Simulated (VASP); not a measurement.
Write the native input for VASP 6.6.1 that does the following.

| Property | Result |
| --- | --- |
| Task | single point |
| Functional | RPBE |
| Dispersion | D4 |
| Potentials or basis | VASP PAW PBE potentials, release 64 (Cd, Se) |
| Cutoff | 520 eV |
| k mesh | 7 × 7 × 4 |
| Occupations | fermi-dirac, width 0.05 eV |
| Spin | no spin polarisation |
| Dipole correction | no |
| Further INCAR settings | ALGO = Normal; EDIFF = 1e-06; NBANDS = 26 |

The structure of CdSe (Cadmoselite) lies in POSCAR:

```
CdSe
1.0
    4.3565854364      0.0000000000      0.0000000000
   -2.1782927182      3.7729136617      0.0000000000
    0.0000000000      0.0000000000      7.1123790148
Cd Se
2 2
Direct
    0.6666666667      0.3333333333      0.5000000000
    0.3333333333      0.6666666667      0.0000000000
    0.6666666667      0.3333333333      0.8850000000
    0.3333333333      0.6666666667      0.3850000000
```

One way to write it, as run:

INCAR

```
PREC = Accurate
ENCUT = 520
EDIFF = 1E-6
ISMEAR = -1
SIGMA = 0.05
LREAL = False
LASPH = True
NELM = 80
ALGO = Normal
ISIF = 2
LWAVE = False
LCHARG = False
GGA = RP
IVDW = 13
NBANDS = 26
```

KPOINTS

```
Automatic mesh
0
Gamma
  7 7 4
```

Potentials or basis: VASP PAW PBE potentials, release 64 (Cd, Se).

Command:

```bash
$ cat potpaw_PBE.64/Cd/POTCAR potpaw_PBE.64/Se/POTCAR > POTCAR
$ mpirun -np 1 vasp_std > vasp.out
```

It gave:

```json
{"Pressure": "-0.6 GPa", "Largest force": "0.254 eV/Å", "Band gap on the k mesh": "0.79 eV, direct", "Dispersion energy per atom": "-0.570 eV"}
```

Caveat: the PAW data sets were made with another functional, which shifts forces and pressure a little.

Run time: 28 s on 1 thread of Intel(R) Xeon(R) 6975P-C (Granite Rapids), with other jobs on the host, peak memory 0.25 GiB.
